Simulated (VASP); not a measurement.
Input of a VASP 6.6.1 run:

INCAR

```
PREC = Accurate
ENCUT = 520
EDIFF = 1E-6
ISMEAR = 0
SIGMA = 0.15
LREAL = F
LASPH = T
NELM = 80
ALGO = Fast
ISIF = 2
LWAVE = F
LCHARG = F
GGA = PE
NBANDS = 21
```

File KPOINTS:

```
regular mesh
0
Gamma
  21 21 12
```

The input POSCAR:

```
Ru
1.0
    2.7197977386      0.0000000000      0.0000000000
   -1.3598988693      2.3554139348      0.0000000000
    0.0000000000      0.0000000000      4.2966597852
Ru
2
Direct
    0.3333333333      0.6666666667      0.2500000000
    0.6666666667      0.3333333333      0.7500000000
```

Potentials or basis: VASP PAW PBE potentials, release 64 (Ru_pv).

Command:

```console
$ cat potpaw_PBE.64/Ru_pv/POTCAR > POTCAR
$ mpirun -np 1 vasp_std > vasp.out
```

Q: What does it give for the pressure?

A: 0.0 GPa.

Q: Estimate the band gap on the k mesh.

A: Zero (bands 14 and 15 overlap by 3.11 eV).

Stress tensor (GPa, compression positive):
```
 0.21  0.00  0.00
 0.00  0.21  0.00
 0.00  0.00 -0.41
```
